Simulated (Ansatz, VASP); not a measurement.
## Gd2NbO in VASP and in Ansatz

```
Gd Nb O
1.0
     4.70205    0.00000    0.00000
    -2.35102    4.07209    0.00000
     0.00000    0.00000    4.34879
Gd Nb O
2 1 1
Direct
  0.33333 0.66667 0.00000
  0.66667 0.33333 0.00000
  0.00000 0.00000 0.00000
  0.00000 0.00000 0.50000
```

Alike in both runs: task single point; functional PBE; k mesh 6 × 6 × 4; occupations gaussian, width 0.1 eV; collinear spin.

|  | VASP | Ansatz |
| --- | --- | --- |
| version | VASP 6.6.1 | Ansatz 0.2.0 |
| potentials or method | VASP PAW PBE potentials, release 64 (Gd, Nb_sv, O), cutoff 520 eV | scalar-relativistic, plane waves, PAW |
| valence electrons in the cell | 55 | 55 |

Ansatz gave:

| Quantity | Value |
| --- | --- |
| gap on the k mesh at the Fermi level (eV) | none |
| pressure (GPa) | 14.9 |
| traceless stress, the component that is largest in VASP (GPa) | -27.75 |
| net moment per atom (μB) | 0.00 |
| size of the moment on the site where the two differ most (μB) | 6.87 |

Problem. Estimate VASP's values.

Solution. gap on the k mesh at the Fermi level (eV): none; pressure (GPa): 15.2; traceless stress, the component that is largest in VASP (GPa): -28.21; net moment per atom (μB): 0.00; size of the moment on the site where the two differ most (μB): 6.78.

Site moments also hang on the region over which each program counts them. A gap of «none» marks a metal or a gap that the smearing closes.

The k mesh is coarse, so the values compare programs but aren't converged. Spin-orbit coupling is off throughout.
